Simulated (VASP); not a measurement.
# CuO2 in VASP: single point with SCAN

Aim: the single point of CuO2 with SCAN.

Program: VASP 6.6.1. These are calculated values, not measurements. Logs are shortened: lines on timing, memory, paths and dates and some standing lists are left out, and cuts for length are marked.

## (1) The cell of the first run

The cell holds a sheet with vacuum, 6 atoms: a = 4.343 Å, b = 2.825 Å, c = 20.138 Å, α = 90.00°, β = 90.00°, γ = 90.00°.

## (2) Single point, SCAN

POSCAR reads:

```
CuO2
1.0
    4.3434240000      0.0000000000      0.0000000000
    0.0000000000     -2.8252300000      0.0000000000
    0.0000000000      0.0000000000    -20.1376249198
Cu O
2 4
Direct
    0.0000000000      0.0000000000      0.4571773053
    0.5000000000      0.5000000000      0.5428226947
    0.5000000000      0.0000000000      0.4798324965
    0.5000000000      0.0000000000      0.6027336872
    0.0000000000      0.5000000000      0.5201675035
    0.0000000000      0.5000000000      0.3972663128
```

INCAR.step1 reads:

```
ALGO     = Normal         # electronic algorithm
DIPOL    = 0.5 0.5 0.500
EDIFF    = 1E-5           # SCF threshold, eV
EFERMI   = MIDGAP       
ENCUT    = 580            # plane-wave cutoff, eV
GGA      = PE             # functional
GGA_COMPAT= F            
IDIPOL   = 3            
ISIF     = 0              # what is computed and relaxed
ISMEAR   = 0              # smearing method
KPAR     = 2            
LASPH    = T              # aspherical terms in the spheres
LCHARG   = T              # write CHGCAR
LDIPOL   = T            
LREAL    = F              # projectors in reciprocal space
LWAVE    = T              # write WAVECAR
NELM     = 100            # most SCF steps
NELMDL   = -8           
PREC     = Accurate       # precision mode
SIGMA    = 0.03           # smearing width, eV
```

INCAR.step2 reads:

```
ALGO     = All            # electronic algorithm
DIPOL    = 0.5 0.5 0.500
EDIFF    = 1E-6           # SCF threshold, eV
EFERMI   = MIDGAP       
ENCUT    = 580            # plane-wave cutoff, eV
GGA_COMPAT= F            
IDIPOL   = 3            
ISEARCH  = 1            
ISIF     = 0              # what is computed and relaxed
ISMEAR   = 0              # smearing method
ISTART   = 1            
KPAR     = 2            
LASPH    = T              # aspherical terms in the spheres
LCHARG   = F              # write CHGCAR
LDIPOL   = T            
LMIXTAU  = T            
LREAL    = F              # projectors in reciprocal space
LWAVE    = F              # write WAVECAR
METAGGA  = SCAN           # meta-GGA
NELM     = 100            # most SCF steps
NELMDL   = -8           
PREC     = Accurate       # precision mode
SIGMA    = 0.03           # smearing width, eV
```

KPOINTS reads:

```
k-points
0
Gamma
  4 6 1
```

Potentials or basis: VASP PAW PBE potentials, release 64 (Cu, O).

On the command line:

```sh
cat potpaw_PBE.64/Cu/POTCAR potpaw_PBE.64/O/POTCAR > POTCAR
cp INCAR.step1 INCAR
mpirun -np 2 vasp_std > vasp.out
cp INCAR.step2 INCAR
mpirun -np 2 vasp_std > vasp.out
```

OUTCAR:

```text
EDIFF = 1E-6
   EFERMI = MIDGAP
   ENCUT = 580
   ISIF = 0
   ISMEAR = 0
   ISTART = 1
   LASPH = T
   LREAL = F
   METAGGA = SCAN
   NELM = 100
   NELMDL = -8
   PREC = Accurate

 Found     12 irreducible k-points:

 Following reciprocal coordinates:
            Coordinates               Weight
  0.000000  0.000000  0.000000      1.000000
  0.250000  0.000000  0.000000      2.000000
  0.500000  0.000000  0.000000      1.000000
  0.000000  0.166667  0.000000      2.000000
  0.250000  0.166667  0.000000      4.000000
  0.500000  0.166667  0.000000      2.000000
   k-points           NKPTS =     12   k-points in BZ     NKDIM =     12   number of bands    NBANDS=     27
   number of dos      NEDOS =    301   number of ions     NIONS =      6
   total plane-waves  NPLWV = 138240
   dimension x,y,z NGX =    36 NGY =   24 NGZ =  160
   dimension x,y,z NGXF=    72 NGYF=   48 NGZF=  320
   ions per type =               2   4
   NGX,Y,Z   is equivalent  to a cutoff of  13.78, 14.12, 13.21 a.u.
   NGXF,Y,Z  is equivalent  to a cutoff of  27.56, 28.24, 26.42 a.u.
 SYSTEM =  unknown system
   PREC   = accura    normal or accurate (medium, high low for compatibility)
   ISTART =      1    job   : 0-new  1-cont  2-samecut
   ICHARG =      0    charge: 1-file 2-atom 10-const
   ISPIN  =      1    spin polarized calculation?
   LNONCOLLINEAR =      F non collinear calculations
   LSORBIT =      F    spin-orbit coupling
   LASPH  =      T    aspherical Exc in radial PAW
   ENCUT  =  580.0 eV  42.63 Ry    6.53 a.u.   8.53  5.55 39.54*2*pi/ulx,y,z
   NELM   =    100;   NELMIN=  2; NELMDL= -8     # of ELM steps
   EDIFF  = 0.1E-05   stopping-criterion for ELM
   LREAL  =      F    real-space projection
   EDIFFG = 0.1E-04   stopping-criterion for IOM
   NSW    =      0    number of steps for IOM
   IBRION =     -1    ionic relax: 0-MD 1-quasi-New 2-CG
   NFREE  =      0    steps in history (QN), initial steepest desc. (CG)
   ISIF   =      0    stress and relaxation
   ISYM   =      2    0-nonsym 1-usesym 2-fastsym
   POTIM  = 0.5000    time-step for ionic-motion
   TEBEG  =    0.0;   TEEND  =   0.0 temperature during run

   SCALEE = 1.0000    scale energy and forces
   PSTRESS=    0.0 pullay stress
   NELECT =      46.0000    total number of electrons
   NUPDOWN=      -1.0000    fix difference up-down
   EMIN   =  10.00;   EMAX   =-10.00  energy-range for DOS
   EFERMI =   0.00;   METHOD = MIDGAP
   ISMEAR =     0;   SIGMA  =   0.03  broadening in eV -4-tet -1-fermi 0-gaus
   EFERMI_NEDOS =   21; number of points for ismear=-14 and -15
   IALGO  =     58    algorithm
   IMIX   =      4    mixing-type and parameters
     AMIX     =   0.40;   BMIX     =  1.00
     AMIX_MAG =   1.60;   BMIX_MAG =  1.00
  volume/ion in A,a.u.               =      41.19       277.93
  Fermi-wavevector in a.u.,A,eV,Ry     =   0.934751  1.766424 11.888223  0.873760
  Thomas-Fermi vector in A             =   2.061588
   LORBIT       =      0    0 simple, 1 ext, 2 COOP (PROOUT), +10 PAW based schemes
   METAGGA = SCAN    functional components
   LHFCALC =     F    Hartree Fock is set to
   AEXX    =    0.0000 exact exchange contribution
   IVDW    =     0    specifies the selected vdW correction
   LEPSILON=     F    determine dielectric tensor
   LRPA    =     F    only Hartree local field effects (RPA)

   CSHIFT  =0.1000    complex shift for real part using Kramers Kronig

   OMEGAMAX=  -1.0    maximum frequency
 non-spin polarized calculation
 Gauss-broadening in eV      SIGMA  =   0.03
  energy-cutoff  :      580.00
  volume of cell :      247.11
 maximum number of plane-waves:      7890
 NGX is ok and might be reduce to    36
   NGX = 17   NGY = 11   NGZ = 79

 added-field ion interaction         -0.000000 eV  (added to PSCEN)

 number of electron      46.0000006 magnetization

 DIPCOR: dipole corrections for dipol
 direction  3 min pos     1,
 dipolmoment           0.000000      0.000000     -0.000000 electrons x Angstroem
 Tr[quadrupol]      -151.820153

 energy correction for charged system         0.000000 eV

 dipol+quadrupol energy correction           -0.000000 eV

 added-field ion interaction          0.000000 eV  (added to PSCEN)

 Free energy of the ion-electron system (eV)
  ---------------------------------------------------
  ext. energy  EPLUGINS =         0.00000000
  ---------------------------------------------------
  free energy    TOTEN  =       -55.32785241 eV

  energy without entropy =      -55.32513519  energy(sigma->0) =      -55.32649380

 E-fermi :  -6.1129     XC(G=0):  -3.4106

 val. band max:       -6.1432579302   @ k =   0.2500   0.5000   0.0000
 cond. band min:      -6.0767532987   @ k =   0.2500   0.0000   0.0000
 fundamental gap:      0.0665046315
 Fermi energy:        -6.1128944215

 k-point     1 :       0.0000    0.0000    0.0000
  band No.  band energies     occupation
      1     -26.1031      2.00000
      2     -24.7427      2.00000
      3     -23.9248      2.00000
      4     -23.7662      2.00000
      5     -12.0980      2.00000
      6     -12.0625      2.00000
      7     -11.7550      2.00000
      8     -11.6732      2.00000
      9     -11.4177      2.00000
     10      -9.7947      2.00000
     11      -9.5639      2.00000
     12      -9.5349      2.00000
     13      -9.3489      2.00000
     14      -9.3433      2.00000
     15      -8.8175      2.00000
     16      -8.5501      2.00000
     17      -8.2613      2.00000
     18      -7.5635      2.00000
     19      -7.3856      2.00000
     20      -7.2918      2.00000
     21      -7.0765      2.00000
     22      -6.6224      2.00000
     23      -6.5916      2.00000
     24      -6.1441      1.90184
     25      -4.4924      0.00000
     26      -4.3623      0.00000
     27       0.9492      0.00000

 k-point     2 :       0.2500    0.0000    0.0000
  band No.  band energies     occupation
      1     -25.9148      2.00000
      2     -24.9524      2.00000
      3     -23.8962      2.00000
      4     -23.7835      2.00000
      5     -12.1642      2.00000
      6     -11.7915      2.00000
      7     -11.7823      2.00000
      8     -11.6444      2.00000
      9     -11.4637      2.00000
     10     -10.1631      2.00000
     11      -9.7120      2.00000
     12      -9.5545      2.00000
     13      -9.5355      2.00000
     14      -9.4151      2.00000
     15      -8.6654      2.00000
     16      -8.5310      2.00000
     17      -8.2327      2.00000
     18      -8.0775      2.00000
     19      -7.4727      2.00000
     20      -7.2711      2.00000
     21      -6.7388      2.00000
     22      -6.5824      2.00000
     23      -6.0768      0.12746
     24      -6.0117      0.00000
     25      -4.4639      0.00000
     26      -4.3730      0.00000
     27       1.7290      0.00000

 k-point     3 :       0.5000    0.0000    0.0000
  band No.  band energies     occupation
      1     -25.4446      2.00000
      2     -25.4446      2.00000
      3     -23.8340      2.00000
      4     -23.8340      2.00000
      5     -11.9205      2.00000
      6     -11.9205      2.00000
      7     -11.5627      2.00000
      8     -11.5627      2.00000
      9     -11.2435      2.00000
     10     -11.2435      2.00000
     11      -9.7403      2.00000
     12      -9.7403      2.00000
     13      -9.5061      2.00000
     14      -9.5061      2.00000
     15      -8.6515      2.00000
     16      -8.6515      2.00000
     17      -7.7321      2.00000
     18      -7.7321      2.00000
     19      -7.6143      2.00000
     20      -7.6143      2.00000
     21      -6.6623      2.00000
     22      -6.6623      2.00000
     23      -5.8162      0.00000
     24      -5.8162      0.00000
     25      -4.4095      0.00000
     26      -4.4095      0.00000
     27       3.5543      0.00000

 k-point     4 :       0.0000    0.1667    0.0000
  band No.  band energies     occupation
      1     -25.8958      2.00000
      2     -24.6797      2.00000
      3     -23.8735      2.00000
      4     -23.7306      2.00000
      5     -11.9729      2.00000
      6     -11.9361      2.00000
      7     -11.4644      2.00000
      8     -11.3636      2.00000
      9     -11.3052      2.00000
     10      -9.9823      2.00000
     11      -9.9104      2.00000
     12      -9.7947      2.00000
     13      -9.7352      2.00000
     14      -9.4967      2.00000
     15      -8.7496      2.00000
     16      -8.5840      2.00000
     17      -7.9844      2.00000
     18      -7.9569      2.00000
     19      -7.6984      2.00000
     20      -7.4696      2.00000
     21      -7.0310      2.00000
     22      -6.6251      2.00000
     23      -6.4431      2.00000
     24      -6.1945      1.99995
     25      -5.0100      0.00000
     26      -4.9816      0.00000
     27       1.8609      0.00000

 k-point     5 :       0.2500    0.1667    0.0000
  band No.  band energies     occupation
      1     -25.7229      2.00000
      2     -24.8617      2.00000
      3     -23.8465      2.00000
      4     -23.7456      2.00000
      5     -11.9274      2.00000
      6     -11.8902      2.00000
      7     -11.5302      2.00000
      8     -11.3509      2.00000
      9     -11.3040      2.00000
     10     -10.0577      2.00000
     11     -10.0339      2.00000
     12      -9.9074      2.00000
     13      -9.8480      2.00000
     14      -9.7173      2.00000
     15      -8.9326      2.00000
     16      -8.8043      2.00000
     17      -8.1066      2.00000
     18      -7.8525      2.00000
     19      -7.7220      2.00000
     20      -7.0911      2.00000
     21      -6.6530      2.00000
     22      -6.6322      2.00000
     23      -6.1512      1.95312
     24      -6.0755      0.10579
     25      -4.9862      0.00000
     26      -4.9719      0.00000
     27       2.4698      0.00000

 k-point     6 :       0.5000    0.1667    0.0000
  band No.  band energies     occupation
      1     -25.2970      2.00000
      2     -25.2970      2.00000
      3     -23.7900      2.00000
      4     -23.7900      2.00000
      5     -11.7291      2.00000
      6     -11.7291      2.00000
      7     -11.5025      2.00000
      8     -11.5025      2.00000
      9     -11.1147      2.00000
     10     -11.1147      2.00000
     11     -10.0209      2.00000
     12     -10.0209      2.00000
     13      -9.8012      2.00000
     14      -9.8012      2.00000
     15      -8.9332      2.00000
     16      -8.9332      2.00000
     17      -7.8752      2.00000
     18      -7.8752      2.00000
     19      -7.2212      2.00000
     20      -7.2212      2.00000
     21      -6.6839      2.00000
     22      -6.6839      2.00000
     23      -5.8656      0.00000
     24      -5.8656      0.00000
     25      -4.9642      0.00000
     26      -4.9642      0.00000
     27       4.0903      0.00000

 [... further k-points ...]

------------------------ aborting loop because EDIFF is reached ----------------------------------------

 vacuum level on the upper side and lower side of the slab       (xc-potential included)         0.005         0.005

 VOLUME and BASIS-vectors are now :
 -----------------------------------------------------------------------------
  energy-cutoff  :      580.00
  volume of cell :      247.11
      direct lattice vectors                 reciprocal lattice vectors
     4.343424000  0.000000000  0.000000000     0.230233106  0.000000000  0.000000000
     0.000000000 -2.825230000  0.000000000     0.000000000 -0.353953483  0.000000000
     0.000000000  0.000000000-20.137624920     0.000000000  0.000000000 -0.049658289

 POSITION                                       TOTAL-FORCE (eV/Angst)
 -----------------------------------------------------------------------------------
      0.00000      0.00000     -9.20647         0.000000      0.000000      0.504638
      2.17171     -1.41261    -10.93116         0.000000      0.000000     -0.504638
      2.17171      0.00000     -9.66269         0.000000      0.000000     -0.326143
      2.17171      0.00000    -12.13762         0.000000      0.000000      1.097538
      0.00000     -1.41261    -10.47494         0.000000      0.000000      0.326143
      0.00000     -1.41261     -8.00000         0.000000      0.000000     -1.097538
 -----------------------------------------------------------------------------------
    total drift:                                0.000000     -0.000000     -0.000000

  FREE ENERGIE OF THE ION-ELECTRON SYSTEM (eV)
  ---------------------------------------------------
  free  energy   TOTEN  =       -55.3278524085 eV

  energy  without entropy=      -55.3251351929  energy(sigma->0) =      -55.32649380

 vacuum level on the upper side and lower side of the slab         2.765         2.765
```

Wall time 4.9 min (2 MPI ranks of AMD EPYC 9R45 (Zen 5), shared host); peak memory 0.48 GiB.

Results:

```
Free energy            : -55.3279 eV
Largest force          : 1.098 eV/Å
Band gap on the k mesh : zero (bands 23 and 24 overlap by 0.43 eV)
```

Forces on the atoms (eV/Å):
```
Cu   0.000  0.000  0.505
Cu   0.000  0.000 -0.505
O    0.000  0.000 -0.326
O    0.000  0.000  1.098
O    0.000  0.000  0.326
O    0.000  0.000 -1.098
```

Levels at points of the mesh, in eV from the Fermi level:
| k point | band 21 | band 22 | band 23 | band 24 | band 25 | band 26 |
| --- | --- | --- | --- | --- | --- | --- |
| (0.00, 0.00, 0.00) | -0.96 | -0.51 | -0.48 | -0.03 | 1.62 | 1.75 |
| (0.50, 0.00, 0.00) | -0.55 | -0.55 | 0.30 | 0.30 | 1.70 | 1.70 |
| (0.00, 0.50, 0.00) | -1.65 | -1.65 | -0.05 | -0.05 | 1.17 | 1.17 |
| (0.50, 0.50, 0.00) | -0.26 | -0.26 | 0.35 | 0.35 | 1.12 | 1.12 |

Caveat: the k points lie up to 0.37 Å⁻¹ apart; the PAW data sets were made with another functional, which shifts forces and pressure a little; semilocal functionals often make such compounds metallic where correlation or magnetic order opens a gap, which also shifts bond lengths. With open d or f shells a metallic result of SCAN can be an artefact of self-interaction; +U or a hybrid may open a gap.
